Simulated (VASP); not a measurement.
Wanted: the native input for a VASP 6.6.1 run.

```yaml
Task: single point
Functional: LDA
Potentials_or_basis: VASP PAW LDA potentials, release 64 (Si)
Cutoff: 520 eV
k_mesh: 18 × 18 × 18
Occupations: fermi-dirac, width 0.08 eV
Spin: no spin polarisation
Dipole_correction: no
Further_INCAR_settings: ALGO = Normal; EDIFF = 1e-07; NBANDS = 8
```

The structure of Si lies in POSCAR:

```
Si
1.0
    0.0000000000      1.8458997451      1.8458997451
    1.8458997451      0.0000000000      1.8458997451
    1.8458997451      1.8458997451      0.0000000000
Si
1
Direct
    0.0000000000      0.0000000000      0.0000000000
```

This cell differs from its parent crystal: volume scaled by 0.9.

These files were run (other wordings do the same):

INCAR

```
SYSTEM = Si
PREC = Accurate
ENCUT = 520
EDIFF = 1E-7
ISMEAR = -1
SIGMA = 0.08
LREAL = .FALSE.
LASPH = .TRUE.
NELM = 60
ALGO = Normal
ISIF = 2
LWAVE = .FALSE.
LCHARG = .FALSE.
NBANDS = 8
```

KPOINTS

```
Automatic mesh
0
G
  18 18 18
  0 0 0
```

Potentials or basis: VASP PAW LDA potentials, release 64 (Si).

The run is started by

```console
$ cat potpaw_LDA.64/Si/POTCAR > POTCAR
$ mpirun -np 1 vasp_std > vasp.out
```

Results of the run:

| Quantity | Value |
| --- | --- |
| Pressure | 11.7 GPa |
| Band gap on the k mesh | zero (band 2 reaches 24.56 eV, above the bottom of band 3 at 8.80 eV) |

It took 18 s on 1 thread of Intel Xeon 8259CL, with other jobs on the host, peak memory 0.12 GiB.
